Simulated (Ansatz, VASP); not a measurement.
## TaSi6: VASP beside Ansatz

```xyz
7
Lattice="4.3393 0.0000 0.0000 1.8830 4.3410 0.0000 0.4109 1.1654 5.6122" Properties=species:S:1:pos:R:3 pbc="T T T"
Ta    0.0000    0.0000    0.0000
Si    2.4370    2.9127    4.8779
Si    4.4091    4.8291    4.0241
Si    4.4158    2.3770    3.3176
Si    2.2174    3.1293    2.2946
Si    2.2240    0.6772    1.5881
Si    4.1961    2.5937    0.7342
```

Change from the starting cell: the structure that the rattled cell fell into.

Alike in both runs: task single point; functional PBE; k mesh 4 × 4 × 4; occupations gaussian, width 0.1 eV; no spin polarisation.

|  | VASP | Ansatz |
| --- | --- | --- |
| version | VASP 6.6.1 | Ansatz 0.2.0 |
| potentials or method | VASP PAW PBE potentials, release 64 (Ta_pv, Si), cutoff 500 eV | scalar-relativistic, plane waves, PAW |
| valence electrons in the cell | 35 | 37 |

```tsv
	VASP	Ansatz	Ansatz less VASP
gap on the k mesh at the Fermi level (eV)	none	none	-
pressure (GPa)	0.5	0.5	0.00
traceless stress, the component that is largest in VASP (GPa)	-2.94	-2.94	+0.007
rms of the force components (eV/Å)	0.117	0.117	+0.0007
```

Atom by atom the forces differ by 0.004 eV/Å (rms over components). A gap of «none» marks a metal or a gap that the smearing closes. The functional is the same, so the differences come from potentials, cutoffs and numerics. VASP's potentials hold 35 valence electrons a cell and Ansatz's 37, so a difference there can come from the potentials and not from the codes.

The k mesh is coarse, so the values compare programs but aren't converged. Spin-orbit coupling is off throughout.
